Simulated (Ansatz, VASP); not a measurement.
Mg: VASP beside Ansatz

```xyz
12
Lattice="3.7792 2.1819 7.5043 -3.7792 2.1819 7.5043 0.0000 -4.3638 7.5043" Properties=species:S:1:pos:R:3 pbc="T T T"
Mg   -1.5402    0.8893    5.1813
Mg    0.0000   -1.7785    5.1813
Mg    1.5402    0.8893    5.1813
Mg    1.5402   -0.8893   17.3316
Mg   -1.5402   -0.8893   17.3316
Mg    0.0000    1.7785   17.3316
Mg   -1.5003    0.8662    8.2585
Mg    0.0000   -1.7324    8.2585
Mg    1.5003    0.8662    8.2585
Mg    1.5003   -0.8662   14.2543
Mg   -1.5003   -0.8662   14.2543
Mg    0.0000    1.7324   14.2543
```

Alike in both runs: functional r2SCAN; k mesh 6 × 6 × 6; occupations gaussian, width 0.1 eV; no spin polarisation.

Ansatz relaxed the structure, and its values are those at the end. VASP's run is a single point on that final structure, the one shown.

|  | VASP | Ansatz |
| --- | --- | --- |
| version | VASP 6.6.1 | Ansatz 0.2.0 |
| potentials or method | VASP PAW PBE potentials, release 64 (Mg), cutoff 520 eV | scalar-relativistic, plane waves, PAW |
| valence electrons in the cell | 24 | 120 |

VASP gave:

- gap on the k mesh at the Fermi level (eV): none
- pressure (GPa): -0.1
- rms of the force components (eV/Å): 0.003

**Question.** Which values does Ansatz return?

**Answer.** gap on the k mesh at the Fermi level (eV): none; pressure (GPa): 0.0; rms of the force components (eV/Å): 0.002.

VASP's potentials were made for PBE, not for r2SCAN. A gap of «none» marks a metal or a gap that the smearing closes. VASP's potentials hold 24 valence electrons a cell and Ansatz's 120, so a difference there can come from the potentials and not from the codes.
